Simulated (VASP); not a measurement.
# CdS (P6_3mc) in VASP: single point with r2SCAN

Aim: the single point of CdS with r2SCAN.

All numbers are computed with VASP 6.6.1; they aren't measurements. Logs are shortened: lines on timing, memory, paths and dates and some standing lists are left out, and cuts for length are marked.

## (1) The cell of the first run

Symmetry: P6_3mc, No. 186, hexagonal system. The conventional cell has a = 4.247 Å, b = 4.247 Å, c = 6.900 Å, α = 90.00°, β = 90.00°, γ = 120.00°. Within 3.4 Å of Cd (site symmetry 3m) lie 4 S at 2.59 to 2.60 Å. Within 3.4 Å of S (site symmetry 3m) lie 4 Cd at 2.59 to 2.60 Å.

## (2) Single point, r2SCAN

File POSCAR:

```
CdS
1.0
    4.2466803314     -0.0000000029      0.0000000000
   -2.1233401632      3.6777330502      0.0000000000
    0.0000000000      0.0000000000      6.8998100500
Cd S
2 2
Direct
    0.3333333333      0.6666666667     -0.0009654500
    0.6666666667      0.3333333333      0.4990345500
    0.3333333333      0.6666666667      0.3759654500
    0.6666666667      0.3333333333      0.8759654500
```

File INCAR.step1:

```
SYSTEM = CdS
PREC = Accurate
ENCUT = 520
ISMEAR = -1
SIGMA = 0.02
LREAL = .FALSE.
LASPH = .TRUE.
NELM = 60
NBANDS = 26
GGA = PE
ALGO = Normal
EDIFF = 1E-4
LWAVE = .TRUE.
LCHARG = .FALSE.
```

File INCAR.step2:

```
SYSTEM = CdS
PREC = Accurate
ENCUT = 520
EDIFF = 1E-7
ISMEAR = -1
SIGMA = 0.02
LREAL = .FALSE.
LASPH = .TRUE.
NELM = 60
ALGO = Normal
ISIF = 2
LWAVE = .FALSE.
LCHARG = .TRUE.
METAGGA = R2SCAN
LMIXTAU = .TRUE.
LELF = .TRUE.
LVHAR = .TRUE.
NBANDS = 26
ISTART = 1
```

File KPOINTS:

```
regular mesh
0
G
  12 12 4
  0 0 0
```

Potentials or basis: VASP PAW PBE potentials, release 64 (Cd, S).

On the command line:

```bash
> cat potpaw_PBE.64/Cd/POTCAR potpaw_PBE.64/S/POTCAR > POTCAR
> cp INCAR.step1 INCAR
> mpirun -np 1 vasp_std > vasp.out
> cp INCAR.step2 INCAR
> mpirun -np 1 vasp_std > vasp.out
```

OUTCAR:

```text
SYSTEM = CdS
   PREC = Accurate
   ENCUT = 520
   EDIFF = 1E-7
   ISMEAR = -1
   LREAL = .FALSE.
   LASPH = .TRUE.
   NELM = 60
   ISIF = 2
   METAGGA = R2SCAN
   ISTART = 1

 ion  position               nearest neighbor table
   1  0.333  0.667  0.999-   4 2.59   4 2.59   4 2.59   3 2.60
   2  0.667  0.333  0.499-   3 2.59   3 2.59   3 2.59   4 2.60
   3  0.333  0.667  0.376-   2 2.59   2 2.59   2 2.59   1 2.60
   4  0.667  0.333  0.876-   1 2.59   1 2.59   1 2.59   2 2.60

  LATTYP: Found a hexagonal cell.
 ALAT       =     4.2466803314
 C/A-ratio  =     1.6247538104

  Lattice vectors:

 A1 = (   4.2466803314,  -0.0000000029,   0.0000000000)
 A2 = (  -2.1233401632,   3.6777330502,   0.0000000000)
 A3 = (   0.0000000000,   0.0000000000,   6.8998100500)

Analysis of symmetry for initial positions (statically):
=====================================================================
 Subroutine PRICEL returns:
 Original cell was already a primitive cell.

 Routine SETGRP: Setting up the symmetry group for a
 hexagonal supercell.

 Subroutine GETGRP returns: Found 12 space group operations
 (whereof  6 operations were pure point group operations)
 out of a pool of 24 trial point group operations.

The static configuration has the point symmetry C_3v.
 The point group associated with its full space group is C_6v.

Analysis of symmetry for dynamics (positions and initial velocities):
=====================================================================
 Subroutine PRICEL returns:
 Original cell was already a primitive cell.

 Routine SETGRP: Setting up the symmetry group for a
 hexagonal supercell.

 Subroutine GETGRP returns: Found 12 space group operations
 (whereof  6 operations were pure point group operations)
 out of a pool of 24 trial point group operations.

The dynamic configuration has the point symmetry C_3v.
 The point group associated with its full space group is C_6v.

 Subroutine INISYM returns: Found 12 space group operations
 (whereof  6 operations are pure point group operations),
 and found     1 'primitive' translations

----------------------------------------------------------------------------------------

                                     Primitive cell

  volume of cell :     107.7623

  direct lattice vectors                    reciprocal lattice vectors
     4.246680331 -0.000000003  0.000000000     0.235478049  0.135953315  0.000000000
    -2.123340163  3.677733050  0.000000000     0.000000000  0.271906630  0.000000000
     0.000000000  0.000000000  6.899810050     0.000000000  0.000000000  0.144931526

  length of vectors
     4.246680331  4.246680331  6.899810050     0.271906630  0.271906630  0.144931526

  position of ions in fractional coordinates (direct lattice)
     0.333333333  0.666666667  0.999034550
     0.666666667  0.333333333  0.499034550
     0.333333333  0.666666667  0.375965450
     0.666666667  0.333333333  0.875965450

  ion indices of the primitive-cell ions
   primitive index   ion index
                 1           1
                 2           2
                 3           3
                 4           4

----------------------------------------------------------------------------------------

 KPOINTS: regular mesh

Automatic generation of k-mesh.
 Grid dimensions read from file:
 generate k-points for:   12   12    4

 Generating k-lattice:

  Cartesian coordinates                     Fractional coordinates (reciprocal lattice)
     0.019623171  0.011329443  0.000000000     0.083333333  0.000000000  0.000000000
     0.000000000  0.022658886  0.000000000     0.000000000  0.083333333  0.000000000
     0.000000000  0.000000000  0.036232882     0.000000000  0.000000000  0.250000000

  Length of vectors
     0.022658886  0.022658886  0.036232882

  Shift w.r.t. Gamma in fractional coordinates (k-lattice)
     0.000000000  0.000000000  0.000000000

 Subroutine IBZKPT returns following result:
 ===========================================

 Found     57 irreducible k-points:

 Following reciprocal coordinates:
            Coordinates               Weight
  0.000000  0.000000  0.000000      1.000000
  0.083333  0.000000  0.000000      6.000000
  0.166667  0.000000  0.000000      6.000000
  0.250000  0.000000  0.000000      6.000000
  0.333333  0.000000  0.000000      6.000000
  0.416667 -0.000000  0.000000      6.000000
[... 16 lines left out ...]
  0.250000  0.000000  0.250000     12.000000
  0.333333  0.000000  0.250000     12.000000
 [... further k-points ...]
   k-points           NKPTS =     57   k-points in BZ     NKDIM =     57   number of bands    NBANDS=     26
   number of dos      NEDOS =    301   number of ions     NIONS =      4
   total plane-waves  NPLWV =  55296
   dimension x,y,z NGX =    32 NGY =   32 NGZ =   54
   dimension x,y,z NGXF=    64 NGYF=   64 NGZF=  108
   ions per type =               2   2
   NGX,Y,Z   is equivalent  to a cutoff of  12.53, 12.53, 13.01 a.u.
   NGXF,Y,Z  is equivalent  to a cutoff of  25.05, 25.05, 26.02 a.u.
 SYSTEM =  CdS
   PREC   = accura    normal or accurate (medium, high low for compatibility)
   ISTART =      1    job   : 0-new  1-cont  2-samecut
   ICHARG =      0    charge: 1-file 2-atom 10-const
   ISPIN  =      1    spin polarized calculation?
   LNONCOLLINEAR =      F non collinear calculations
   LSORBIT =      F    spin-orbit coupling
   LASPH  =      T    aspherical Exc in radial PAW
   ENCUT  =  520.0 eV  38.22 Ry    6.18 a.u.   7.90  7.90 12.83*2*pi/ulx,y,z
   NELM   =     60;   NELMIN=  2; NELMDL=  0     # of ELM steps
   EDIFF  = 0.1E-06   stopping-criterion for ELM
   LREAL  =      F    real-space projection
   EDIFFG = 0.1E-05   stopping-criterion for IOM
   NSW    =      0    number of steps for IOM
   IBRION =     -1    ionic relax: 0-MD 1-quasi-New 2-CG
   NFREE  =      0    steps in history (QN), initial steepest desc. (CG)
   ISIF   =      2    stress and relaxation
   ISYM   =      2    0-nonsym 1-usesym 2-fastsym
   POTIM  = 0.5000    time-step for ionic-motion
   TEBEG  =    0.0;   TEEND  =   0.0 temperature during run
   PSTRESS=    0.0 pullay stress
   NELECT =      36.0000    total number of electrons
   NUPDOWN=      -1.0000    fix difference up-down
   EMIN   =  10.00;   EMAX   =-10.00  energy-range for DOS
   EFERMI =   0.00;   METHOD = LEGACY
   ISMEAR =    -1;   SIGMA  =   0.02  broadening in eV -4-tet -1-fermi 0-gaus
   EFERMI_NEDOS =   21; number of points for ismear=-14 and -15
   IALGO  =     38    algorithm
   IMIX   =      4    mixing-type and parameters
     AMIX     =   0.40;   BMIX     =  1.00
     AMIX_MAG =   1.60;   BMIX_MAG =  1.00
  volume/ion in A,a.u.               =      26.94       181.80
  Fermi-wavevector in a.u.,A,eV,Ry     =   1.135935  2.146605 17.556245  1.290348
  Thomas-Fermi vector in A             =   2.272640
   LORBIT       =      0    0 simple, 1 ext, 2 COOP (PROOUT), +10 PAW based schemes
   METAGGA = R2SCAN    functional components
   LHFCALC =     F    Hartree Fock is set to
   AEXX    =    0.0000 exact exchange contribution
   IVDW    =     0    specifies the selected vdW correction
   LEPSILON=     F    determine dielectric tensor
   LRPA    =     F    only Hartree local field effects (RPA)
 non-spin polarized calculation
  energy-cutoff  :      520.00
  volume of cell :      107.76
 maximum number of plane-waves:      2922
 NGX is ok and might be reduce to    32
   NGX = 15   NGY = 15   NGZ = 25

 number of electron      36.0000000 magnetization

 Free energy of the ion-electron system (eV)
  ---------------------------------------------------
  ext. energy  EPLUGINS =         0.00000000
  ---------------------------------------------------
  free energy    TOTEN  =       -59.33036520 eV

  energy without entropy =      -59.33036520  energy(sigma->0) =      -59.33036520

 E-fermi :   0.8046     XC(G=0):  -9.3245

 val. band max:        0.3749598196   @ k =   0.0000   0.0000   0.0000
 cond. band min:       1.8526174020   @ k =   0.0000   0.0000   0.0000
 fundamental gap:      1.4776575824
 Fermi energy:         0.8046435062

 k-point     1 :       0.0000    0.0000    0.0000
  band No.  band energies     occupation
      1     -12.0150      2.00000
      2     -11.6532      2.00000
      3      -7.3146      2.00000
      4      -7.3101      2.00000
      5      -7.3101      2.00000
      6      -7.2370      2.00000
[... 18 lines left out ...]
     25       8.4356      0.00000
     26       8.4356      0.00000

 k-point     2 :       0.0833    0.0000    0.0000
  band No.  band energies     occupation
      1     -11.9939      2.00000
      2     -11.6438      2.00000
      3      -7.3091      2.00000
      4      -7.3012      2.00000
      5      -7.2901      2.00000
      6      -7.2266      2.00000
[... 18 lines left out ...]
     25       8.3028      0.00000
     26       8.5801      0.00000

 k-point     3 :       0.1667    0.0000    0.0000
  band No.  band energies     occupation
      1     -11.9353      2.00000
      2     -11.6190      2.00000
      3      -7.2881      2.00000
      4      -7.2783      2.00000
      5      -7.2372      2.00000
      6      -7.1942      2.00000
[... 18 lines left out ...]
     25       8.3124      0.00000
     26       8.9801      0.00000

 k-point     4 :       0.2500    0.0000    0.0000
  band No.  band energies     occupation
      1     -11.8522      2.00000
      2     -11.5878      2.00000
      3      -7.2621      2.00000
      4      -7.2506      2.00000
      5      -7.1669      2.00000
      6      -7.1471      2.00000
[... 18 lines left out ...]
     25       8.7865      0.00000
     26       9.2544      0.00000
[... 496 lines left out ...]
      1     -11.8870      2.00000
      2     -11.6627      2.00000
      3      -7.2710      2.00000
      4      -7.2673      2.00000
      5      -7.2201      2.00000
      6      -7.2064      2.00000
[... 18 lines left out ...]
     25       8.3579      0.00000
     26       8.6802      0.00000

 k-point    23 :       0.2500    0.0000    0.2500
  band No.  band energies     occupation
      1     -11.8108      2.00000
      2     -11.6233      2.00000
      3      -7.2488      2.00000
      4      -7.2361      2.00000
      5      -7.1791      2.00000
      6      -7.1628      2.00000
[... 18 lines left out ...]
     25       8.4881      0.00000
     26       9.2384      0.00000

 k-point    24 :       0.3333    0.0000    0.2500
  band No.  band energies     occupation
      1     -11.7308      2.00000
      2     -11.5877      2.00000
      3      -7.2327      2.00000
      4      -7.2094      2.00000
      5      -7.1425      2.00000
      6      -7.1203      2.00000
[... 18 lines left out ...]
     25       8.6182      0.00000
     26       9.8552      0.00000

 [... further k-points ...]

------------------------ aborting loop because EDIFF is reached ----------------------------------------

  FORCE on cell =-STRESS in cart. coord.  units (eV):
  Direction    XX          YY          ZZ          XY          YZ          ZX
  --------------------------------------------------------------------------------------
  -------------------------------------------------------------------------------------
  Total       -1.9441917     -1.9441917     -1.9312320      0.0000000      0.0000000     -0.0000000
  in kB      -28.9056508    -28.9056508    -28.7129705      0.0000000      0.0000000     -0.0000000
  external PRESSURE =     -28.8414240 kB  Pullay stress =       0.0000000 kB

 VOLUME and BASIS-vectors are now :
 -----------------------------------------------------------------------------
  energy-cutoff  :      520.00
  volume of cell :      107.76
      direct lattice vectors                 reciprocal lattice vectors
     4.246680331 -0.000000003  0.000000000     0.235478049  0.135953315  0.000000000
    -2.123340163  3.677733050  0.000000000     0.000000000  0.271906630  0.000000000
     0.000000000  0.000000000  6.899810050     0.000000000  0.000000000  0.144931526

 POSITION                                       TOTAL-FORCE (eV/Angst)
 -----------------------------------------------------------------------------------
      0.00000      2.45182      6.89315         0.000000     -0.000000     -0.002882
      2.12334      1.22591      3.44324        -0.000000      0.000000     -0.002882
      0.00000      2.45182      2.59409        -0.000000      0.000000      0.002882
      2.12334      1.22591      6.04400        -0.000000      0.000000      0.002882
 -----------------------------------------------------------------------------------
    total drift:                               -0.000000      0.000000      0.001769

  FREE ENERGIE OF THE ION-ELECTRON SYSTEM (eV)
  ---------------------------------------------------
  free  energy   TOTEN  =       -59.3303652013 eV

  energy  without entropy=      -59.3303652013  energy(sigma->0) =      -59.33036520
```

Run time: 15 min. Hardware: 1 thread of Intel Xeon 8259CL, shared host; peak memory 0.32 GiB.

Results:

| Quantity | Value |
| --- | --- |
| Free energy | -59.3304 eV |
| Pressure | -2.9 GPa |
| Band gap on the k mesh | 1.48 eV |

Forces on the atoms (eV/Å):
```
Cd   0.000  0.000 -0.003
Cd   0.000  0.000 -0.003
S    0.000  0.000  0.003
S    0.000  0.000  0.003
```

Levels at points of the mesh, in eV from the valence-band top:
```csv
k point,band 16,band 17,band 18,band 19,band 20,band 21
"(0.00, 0.00, 0.00)",-0.03,0.00,0.00,1.48,3.13,6.98
"(0.50, 0.00, 0.00)",-1.66,-1.13,-0.66,4.00,4.23,5.44
"(0.00, 0.00, 0.50)",-0.34,-0.34,-0.34,3.11,3.11,6.54
"(0.50, 0.00, 0.50)",-1.19,-1.17,-1.17,3.82,3.82,5.74
```

Caveat: the PAW data sets were made with another functional, which shifts forces and pressure a little. A k mesh can miss the band edges.
